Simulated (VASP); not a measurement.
# Hg (P6_3/mmc) in VASP: notebook

Hg is run at these levels: PBEsol; tasks: relaxation of cell and atoms.

Everything below comes from runs of VASP 6.6.1. Logs are shortened: lines on timing, memory, paths and dates and some standing lists are left out, and cuts for length are marked.

### Step 1. The cell of the first run

It takes space group P6_3/mmc (No. 194, hexagonal). Conventional cell: a = 3.312 Å, b = 3.312 Å, c = 5.048 Å, α = 90.00°, β = 90.00°, γ = 120.00°. Hg (site symmetry -6m2) has 12 Hg at 3.17 to 3.31 Å within 4.2 Å.

### Step 2. Relaxation of cell and atoms, PBEsol, target pressure -1 GPa, at which the enthalpy is minimised

The input, INCAR:

```
SYSTEM = Hg
PREC = Accurate
ENCUT = 600
EDIFF = 1E-6
ISMEAR = 0
SIGMA = 0.1
LREAL = .FALSE.
LASPH = .TRUE.
NELM = 60
ALGO = Fast
ISIF = 3
LWAVE = .FALSE.
LCHARG = .FALSE.
GGA = PS
IBRION = 2
NSW = 70
EDIFFG = -0.008
PSTRESS = -10.0
```

The input, KPOINTS:

```
regular mesh
0
G
  15 15 8
  0 0 0
```

The input, POSCAR:

```
Hg
1.0
    3.3117987015      0.0000000000      0.0000000000
   -1.6558993507      2.8681018078      0.0000000000
    0.0000000000      0.0000000000      5.0484085982
Hg
2
Direct
    0.6666666667      0.3333333333      0.7500000000
    0.3333333333      0.6666666667      0.2500000000
```

Potentials or basis: VASP PAW PBE potentials, release 64 (Hg).

Run with:

```console
$ cat potpaw_PBE.64/Hg/POTCAR > POTCAR
$ mpirun -np 1 vasp_std > vasp.out
```

OUTCAR:

```text
SYSTEM = Hg
   PREC = Accurate
   ENCUT = 600
   EDIFF = 1E-6
   ISMEAR = 0
   LREAL = .FALSE.
   LASPH = .TRUE.
   NELM = 60
   ISIF = 3
   GGA = PS
   IBRION = 2
   NSW = 70
   EDIFFG = -0.008
   PSTRESS = -10.0

 ion  position               nearest neighbor table
   1  0.667  0.333  0.750-   2 3.17   2 3.17   2 3.17   2 3.17   2 3.17   2 3.17
   2  0.333  0.667  0.250-   1 3.17   1 3.17   1 3.17   1 3.17   1 3.17   1 3.17

  LATTYP: Found a hexagonal cell.
 ALAT       =     3.3117987015
 C/A-ratio  =     1.5243706074

  Lattice vectors:

 A1 = (   3.3117987015,   0.0000000000,   0.0000000000)
 A2 = (  -1.6558993507,   2.8681018078,   0.0000000000)
 A3 = (   0.0000000000,   0.0000000000,   5.0484085982)

Analysis of symmetry for initial positions (statically):
=====================================================================
 Subroutine PRICEL returns:
 Original cell was already a primitive cell.

 Routine SETGRP: Setting up the symmetry group for a
 hexagonal supercell.

 Subroutine GETGRP returns: Found 24 space group operations
 (whereof 12 operations were pure point group operations)
 out of a pool of 24 trial point group operations.

The static configuration has the point symmetry D_3d.
 The point group associated with its full space group is D_6h.

Analysis of symmetry for dynamics (positions and initial velocities):
=====================================================================
 Subroutine PRICEL returns:
 Original cell was already a primitive cell.

 Routine SETGRP: Setting up the symmetry group for a
 hexagonal supercell.

 Subroutine GETGRP returns: Found 24 space group operations
 (whereof 12 operations were pure point group operations)
 out of a pool of 24 trial point group operations.

The dynamic configuration has the point symmetry D_3d.
 The point group associated with its full space group is D_6h.

 Subroutine INISYM returns: Found 24 space group operations
 (whereof 12 operations are pure point group operations),
 and found     1 'primitive' translations

----------------------------------------------------------------------------------------

                                     Primitive cell

  volume of cell :      47.9527

  direct lattice vectors                    reciprocal lattice vectors
     3.311798701  0.000000000  0.000000000     0.301950719  0.174331329  0.000000000
    -1.655899351  2.868101808  0.000000000     0.000000000  0.348662658  0.000000000
     0.000000000  0.000000000  5.048408598     0.000000000  0.000000000  0.198082223

  length of vectors
     3.311798701  3.311798702  5.048408598     0.348662658  0.348662658  0.198082223

  position of ions in fractional coordinates (direct lattice)
     0.666666667  0.333333333  0.750000000
     0.333333333  0.666666667  0.250000000

  ion indices of the primitive-cell ions
   primitive index   ion index
                 1           1
                 2           2

----------------------------------------------------------------------------------------

 KPOINTS: regular mesh

Automatic generation of k-mesh.
 Grid dimensions read from file:
 generate k-points for:   15   15    8

 Generating k-lattice:

  Cartesian coordinates                     Fractional coordinates (reciprocal lattice)
     0.020130048  0.011622089  0.000000000     0.066666667  0.000000000  0.000000000
     0.000000000  0.023244177  0.000000000     0.000000000  0.066666667  0.000000000
     0.000000000  0.000000000  0.024760278     0.000000000  0.000000000  0.125000000

  Length of vectors
     0.023244177  0.023244177  0.024760278

  Shift w.r.t. Gamma in fractional coordinates (k-lattice)
     0.000000000  0.000000000  0.000000000

 Subroutine IBZKPT returns following result:
 ===========================================

 Found    135 irreducible k-points:

 Following reciprocal coordinates:
            Coordinates               Weight
  0.000000  0.000000  0.000000      1.000000
  0.066667 -0.000000  0.000000      6.000000
  0.133333 -0.000000  0.000000      6.000000
  0.200000  0.000000  0.000000      6.000000
  0.266667 -0.000000  0.000000      6.000000
  0.333333 -0.000000  0.000000      6.000000
[... 16 lines left out ...]
  0.333333  0.200000  0.000000     12.000000
  0.400000  0.200000  0.000000      6.000000
 [... further k-points ...]
   k-points           NKPTS =    135   k-points in BZ     NKDIM =    135   number of bands    NBANDS=     16
   number of dos      NEDOS =    301   number of ions     NIONS =      2
   total plane-waves  NPLWV =  31360
   dimension x,y,z NGX =    28 NGY =   28 NGZ =   40
   dimension x,y,z NGXF=    56 NGYF=   56 NGZF=   80
   ions per type =               2
   NGX,Y,Z   is equivalent  to a cutoff of  14.06, 14.06, 13.17 a.u.
   NGXF,Y,Z  is equivalent  to a cutoff of  28.11, 28.11, 26.34 a.u.
 SYSTEM =  Hg
   PREC   = accura    normal or accurate (medium, high low for compatibility)
   ISTART =      0    job   : 0-new  1-cont  2-samecut
[... 38 lines left out ...]
 conjugate gradient relaxation of ions
 non-spin polarized calculation
 RMM-DIIS sequential band-by-band and
 Gauss-broadening in eV      SIGMA  =   0.10
  energy-cutoff  :      600.00
  volume of cell :       47.95
 maximum number of plane-waves:      1632
 NGX is ok and might be reduce to    28
   NGX = 13   NGY = 13   NGZ = 21

--------------------------------------- Ionic step        1  -------------------------------------------

 number of electron      24.0000005 magnetization

 Free energy of the ion-electron system (eV)
  ---------------------------------------------------
  ext. energy  EPLUGINS =         0.00000000
  ---------------------------------------------------
  free energy    TOTEN  =        -1.09143102 eV

  energy without entropy =       -1.08922465  energy(sigma->0) =       -1.09032784

------------------------ aborting loop because EDIFF is reached ----------------------------------------

  FORCE on cell =-STRESS in cart. coord.  units (eV):
  Direction    XX          YY          ZZ          XY          YZ          ZX
  --------------------------------------------------------------------------------------
  -------------------------------------------------------------------------------------
  Total        0.0288538      0.0288538      0.0482329      0.0000000      0.0000000      0.0000000
  in kB        0.9640527      0.9640527      1.6115395      0.0000000      0.0000000      0.0000000
  external PRESSURE =      11.1798816 kB  Pullay stress =     -10.0000000 kB

 VOLUME and BASIS-vectors are now :
 -----------------------------------------------------------------------------
  energy-cutoff  :      600.00
  volume of cell :       47.95
      direct lattice vectors                 reciprocal lattice vectors
     3.311798701  0.000000000  0.000000000     0.301950719  0.174331329  0.000000000
    -1.655899351  2.868101808  0.000000000     0.000000000  0.348662658  0.000000000
     0.000000000  0.000000000  5.048408598     0.000000000  0.000000000  0.198082223
[... 198 lines left out ...]
  FREE ENERGIE OF THE ION-ELECTRON SYSTEM (eV)
  ---------------------------------------------------
  free  energy   TOTEN  =        -1.0849816869 eV

  energy  without entropy=       -1.0820915796  energy(sigma->0) =       -1.08353663

  enthalpy is  TOTEN    =        -1.3970671708 eV   P V=       -0.3120854839

--------------------------------------- Ionic step        7  -------------------------------------------

 number of electron      23.9999999 magnetization

 Free energy of the ion-electron system (eV)
  ---------------------------------------------------
  ext. energy  EPLUGINS =         0.00000000
  ---------------------------------------------------
  free energy    TOTEN  =        -1.08498277 eV

  energy without entropy =       -1.08209307  energy(sigma->0) =       -1.08353792

 E-fermi :   1.8615     XC(G=0): -10.7329

 val. band max:        1.8552825430   @ k =   0.2667   0.2000   0.1250
 cond. band min:       1.8729696663   @ k =   0.4667   0.0667   0.5000
 fundamental gap:      0.0176871233
 Fermi energy:         1.8615030497

 k-point     1 :       0.0000    0.0000    0.0000
  band No.  band energies     occupation
      1      -6.5390      2.00000
      2      -5.5037      2.00000
      3      -4.6081      2.00000
      4      -4.6081      2.00000
      5      -4.5154      2.00000
      6      -4.4575      2.00000
[... 8 lines left out ...]
     15      13.2420      0.00000
     16      14.4640      0.00000
[... 419 lines left out ...]
 k-point    24 :       0.4000    0.2000    0.0000
  band No.  band energies     occupation
      1      -5.2843      2.00000
      2      -5.1669      2.00000
      3      -5.0534      2.00000
      4      -4.7269      2.00000
      5      -4.4328      2.00000
      6      -4.3756      2.00000
[... 8 lines left out ...]
     15       6.8395      0.00000
     16       6.9706      0.00000

 [... further k-points ...]

------------------------ aborting loop because EDIFF is reached ----------------------------------------

  FORCE on cell =-STRESS in cart. coord.  units (eV):
  Direction    XX          YY          ZZ          XY          YZ          ZX
  --------------------------------------------------------------------------------------
  -------------------------------------------------------------------------------------
  Total       -0.3213948     -0.3213948     -0.2991481     -0.0000000     -0.0000000      0.0000000
  in kB      -10.2983250    -10.2983250     -9.5854855     -0.0000000     -0.0000000      0.0000000
  external PRESSURE =      -0.0607118 kB  Pullay stress =     -10.0000000 kB

 VOLUME and BASIS-vectors are now :
 -----------------------------------------------------------------------------
  energy-cutoff  :      600.00
  volume of cell :       50.00
      direct lattice vectors                 reciprocal lattice vectors
     3.356627604 -0.000000000  0.000000000     0.297918065  0.172003075  0.000000000
    -1.678313802  2.906924776 -0.000000000     0.000000000  0.344006150  0.000000000
     0.000000000 -0.000000000  5.124432916    -0.000000000  0.000000000  0.195143544

 POSITION                                       TOTAL-FORCE (eV/Angst)
 -----------------------------------------------------------------------------------
      1.67831      0.96897      3.84332         0.000000      0.000000      0.000000
     -0.00000      1.93795      1.28111        -0.000000     -0.000000      0.000000
 -----------------------------------------------------------------------------------
    total drift:                                0.000000     -0.000000      0.000000

  FREE ENERGIE OF THE ION-ELECTRON SYSTEM (eV)
  ---------------------------------------------------
  free  energy   TOTEN  =        -1.0849827721 eV

  energy  without entropy=       -1.0820930746  energy(sigma->0) =       -1.08353792

  enthalpy is  TOTEN    =        -1.3970672616 eV   P V=       -0.3120844895

 reached required accuracy - stopping structural energy minimisation
```

It took 3.1 min on 1 thread of AMD EPYC 9R45 (Zen 5), shared host; peak memory 0.23 GiB.

Results:

- Free energy: -1.0850 eV
- Relaxed volume: 25.00 Å³/atom
- Relaxed cell: a = 3.357 Å, b = 3.357 Å, c = 5.124 Å, α = 90.00°, β = 90.00°, γ = 120.00°
- Space group after relaxing (to 0.1 Å): P6_3/mmc (No. 194)
- Energy change on relaxing (the run minimises the enthalpy): +3.2 meV/atom
- Ionic steps: 7
- Pressure after relaxing: -1.0 GPa
- Band gap on the k mesh: zero (bands 12 and 13 overlap by 0.98 eV)

Step by step:
```csv
step,energy change (eV),largest force (eV/Å),pressure (GPa),volume (Å³)
1,0.0000,0.0000,0.12,47.95
2,0.0020,0.0000,-0.61,49.12
3,0.0071,0.0000,-1.04,50.10
4,0.0065,0.0000,-0.97,50.01
5,0.0068,0.0000,-1.04,50.06
6,0.0064,0.0000,-0.97,50.00
7,0.0064,0.0000,-1.01,50.00
```

Final structure:
```
Hg
1.0
     3.35663    0.00000    0.00000
    -1.67831    2.90692    0.00000
     0.00000    0.00000    5.12443
Hg
2
Cartesian
  1.6783 0.9690 3.8433
  0.0000 1.9379 1.2811
```

Levels at points of the mesh, in eV from the Fermi level:
| k point | band 8 | band 9 | band 10 | band 11 | band 12 | band 13 | band 14 | band 15 | band 16 |
| --- | --- | --- | --- | --- | --- | --- | --- | --- | --- |
| (0.00, 0.00, 0.00) | -6.31 | -6.31 | -5.54 | -5.54 | -0.84 | -0.77 | 11.38 | 11.38 | 12.60 |
| (0.00, 0.00, 0.50) | -6.07 | -5.74 | -5.74 | -5.74 | -5.74 | 7.74 | 7.74 | 12.53 | 12.53 |

Caveat: the cell is relaxed towards a set pressure, so the run minimises the enthalpy, not the energy; the PAW data sets were made with another functional, which shifts forces and pressure a little; spin-orbit coupling is left out, which moves the levels of the heavy elements.

### Step 3. Relaxation of cell and atoms, PBEsol, target pressure 90 GPa, at which the enthalpy is minimised

This run uses another cell than the first one, of 14.96 Å³/atom.

INCAR, as its differences from that of step 2:

```diff
@@ -3,3 +3,3 @@
 ENCUT = 600
-EDIFF = 1E-6
+EDIFF = 1E-7
 ISMEAR = 0
@@ -17,2 +17,2 @@
 EDIFFG = -0.008
-PSTRESS = -10.0
+PSTRESS = 900.0
```

The input, KPOINTS:

```
regular mesh
0
G
  18 18 10
  0 0 0
```

The input, POSCAR:

```
Hg
1.0
    2.7236303175      0.0000000000      0.0000000000
   -1.3618151588      2.3587330455      0.0000000000
    0.0000000000      0.0000000000      4.6586586063
Hg
2
Direct
    0.6666666667      0.3333333333      0.7500000000
    0.3333333333      0.6666666667      0.2500000000
```

Potentials or basis: VASP PAW PBE potentials, release 64 (Hg).

Run with:

```console
$ cat potpaw_PBE.64/Hg/POTCAR > POTCAR
$ mpirun -np 1 vasp_std > vasp.out
```

Run time: 4 min. Hardware: 1 thread of AMD EPYC 9R45 (Zen 5), shared host; peak memory 0.22 GiB.

The run converged. Its results:

| Item | Value |
| --- | --- |
| Free energy | 1.6922 eV |
| Relaxed volume | 14.77 Å³/atom |
| Relaxed cell | a = 2.727 Å, b = 2.727 Å, c = 4.585 Å, α = 90.00°, β = 90.00°, γ = 120.00° |
| Space group after relaxing (to 0.1 Å) | P6_3/mmc (No. 194) |
| Energy change on relaxing (the run minimises the enthalpy) | +106.0 meV/atom |
| Ionic steps | 6 |
| Pressure after relaxing | 90.0 GPa |
| Band gap on the k mesh | zero (bands 12 and 13 overlap by 2.15 eV) |

Step by step:
```
step  energy change (eV)  largest force (eV/Å)  pressure (GPa)  volume (Å³)
   1              0.0000                0.0000           83.98        29.93
   2              1.5536                0.0000          129.71        27.56
   3              0.2070                0.0000           90.10        29.55
   4              0.2138                0.0000           90.31        29.53
   5              0.2118                0.0000           90.04        29.53
   6              0.2121                0.0000           90.00        29.53
```

Final structure:
```cif
data_structure
_symmetry_space_group_name_H-M 'P 1'
_symmetry_Int_Tables_number 1
_cell_length_a 2.7273
_cell_length_b 2.7273
_cell_length_c 4.5845
_cell_angle_alpha 90.000
_cell_angle_beta 90.000
_cell_angle_gamma 120.000
_cell_volume 29.53
loop_
_atom_site_label
_atom_site_type_symbol
_atom_site_fract_x
_atom_site_fract_y
_atom_site_fract_z
_atom_site_occupancy
Hg1 Hg 0.66667 0.33333 0.75000 1
Hg2 Hg 0.33333 0.66667 0.25000 1
```

Levels at points of the mesh, in eV from the Fermi level:
```tsv
k point	band 8	band 9	band 10	band 11	band 12	band 13	band 14	band 15	band 16
(0.00, 0.00, 0.00)	-9.04	-9.04	-7.55	-7.55	-5.39	-1.41	12.84	14.19	15.44
(0.50, 0.00, 0.00)	-7.30	-7.20	-7.00	-4.10	-2.69	2.38	3.88	4.28	7.67
(0.00, 0.00, 0.50)	-10.18	-8.06	-8.06	-8.06	-8.06	7.66	7.66	13.27	13.27
(0.50, 0.00, 0.50)	-7.68	-7.08	-7.08	-3.72	-3.72	0.16	0.16	10.93	10.93
```

Caveat: the cell is relaxed towards a set pressure, so the run minimises the enthalpy, not the energy; the PAW data sets were made with another functional, which shifts forces and pressure a little; spin-orbit coupling is left out, which moves the levels of the heavy elements.

### Step 4. Relaxation of cell and atoms, PBEsol, target pressure 50 GPa, at which the enthalpy is minimised

This run uses another cell than the first one, of 16.62 Å³/atom.

The input, INCAR:

```
SYSTEM = Hg
  ALGO = Fast
  EDIFF = 1E-7
  EDIFFG = -0.008
  ENCUT = 600
  GGA = PS
  IBRION = 2
  ISIF = 3
  ISMEAR = 0
  LASPH = .TRUE.
  LCHARG = .FALSE.
  LREAL = .FALSE.
  LWAVE = .FALSE.
  NELM = 100
  NSW = 70
  PREC = Accurate
  PSTRESS = 500.0
  SIGMA = 0.1
```

The input, KPOINTS:

```
k-points
0
G
  18 18 10
  0 0 0
```

The input, POSCAR:

```
Hg
1.0
    2.8123402902      0.0000000000      0.0000000000
   -1.4061701451      2.4355581354      0.0000000000
    0.0000000000      0.0000000000      4.8524534523
Hg
2
Direct
    0.6666666667      0.3333333333      0.7500000000
    0.3333333333      0.6666666667      0.2500000000
```

Run with:

```console
$ cat potpaw_PBE.64/Hg/POTCAR > POTCAR
$ mpirun -np 1 vasp_std > vasp.out
```

Wall time 4.5 min (1 thread of AMD EPYC 9R45 (Zen 5), shared host); peak memory 0.23 GiB.

Results (log left out):

```
Free energy                                                : 0.3437 eV
Relaxed volume                                             : 16.35 Å³/atom
Relaxed cell                                               : a = 2.810 Å, b = 2.810 Å, c = 4.784 Å, α = 90.00°, β = 90.00°, γ = 120.00°
Space group after relaxing (to 0.1 Å)                      : P6_3/mmc (No. 194)
Energy change on relaxing (the run minimises the enthalpy) : +79.1 meV/atom
Ionic steps                                                : 7
Pressure after relaxing                                    : 50.0 GPa
Band gap on the k mesh                                     : zero (bands 12 and 13 overlap by 2.38 eV)
```

The path:
| step | energy change (eV) | largest force (eV/Å) | pressure (GPa) | volume (Å³) |
| --- | --- | --- | --- | --- |
| 1 | 0.0000 | 0.0000 | 45.34 | 33.24 |
| 2 | 0.8008 | 0.0000 | 69.39 | 30.96 |
| 3 | 0.1530 | 0.0000 | 49.99 | 32.72 |
| 4 | 0.1562 | 0.0000 | 50.07 | 32.71 |
| 5 | 0.1567 | 0.0000 | 50.03 | 32.71 |
| 6 | 0.1587 | 0.0000 | 50.05 | 32.70 |
| 7 | 0.1581 | 0.0000 | 50.05 | 32.70 |

Final structure:
```xyz
2
Lattice="2.8096 0.0000 0.0000 -1.4048 2.4331 0.0000 0.0000 0.0000 4.7838" Properties=species:S:1:pos:R:3 pbc="T T T"
Hg    1.4048    0.8110    3.5879
Hg    0.0000    1.6221    1.1960
```

Levels at points of the mesh, in eV from the Fermi level:
```csv
k point,band 8,band 9,band 10,band 11,band 12,band 13,band 14,band 15,band 16
"(0.00, 0.00, 0.00)",-8.25,-8.25,-7.08,-7.08,-4.53,-1.74,13.23,13.98,15.49
"(0.50, 0.00, 0.00)",-6.92,-6.75,-6.60,-3.61,-2.49,2.36,3.75,3.83,7.82
"(0.00, 0.00, 0.50)",-9.22,-7.50,-7.50,-7.50,-7.50,6.98,6.98,13.59,13.59
"(0.50, 0.00, 0.50)",-7.16,-6.66,-6.66,-3.02,-3.02,-0.01,-0.01,10.51,10.51
```

Caveat: the cell is relaxed towards a set pressure, so the run minimises the enthalpy, not the energy; the PAW data sets were made with another functional, which shifts forces and pressure a little; spin-orbit coupling is left out, which moves the levels of the heavy elements.

### Step 5. The runs side by side

| cell | k mesh | gap on the mesh (eV) | pressure (GPa) |
| --- | --- | --- | --- |
| relaxed to -1 GPa from a = 3.312, b = 3.312, c = 5.048 Å, angles 90.0, 90.0, 120.0°, 2 atoms | 15 × 15 × 8 | none | -1.0 |
| relaxed to 90 GPa from a = 2.724, b = 2.724, c = 4.659 Å, angles 90.0, 90.0, 120.0°, 2 atoms | 18 × 18 × 10 | none | 90.0 |
| relaxed to 50 GPa from a = 2.812, b = 2.812, c = 4.852 Å, angles 90.0, 90.0, 120.0°, 2 atoms | 18 × 18 × 10 | none | 50.0 |

Alike in all rows: task relaxation of cell and atoms; level PBEsol; potentials or basis VASP PAW PBE potentials, release 64 (Hg); no spin polarisation; cutoff (eV) 600; smearing gaussian 0.1 eV.

Caveats: the cell is relaxed towards a set pressure, so the run minimises the enthalpy, not the energy; the PAW data sets were made with another functional, which shifts forces and pressure a little; spin-orbit coupling is left out, which moves the levels of the heavy elements.

Absolute energies hang on the potentials; compare differences alone.

The gap in the log of VASP goes by the Fermi energy; the results here count the filled bands.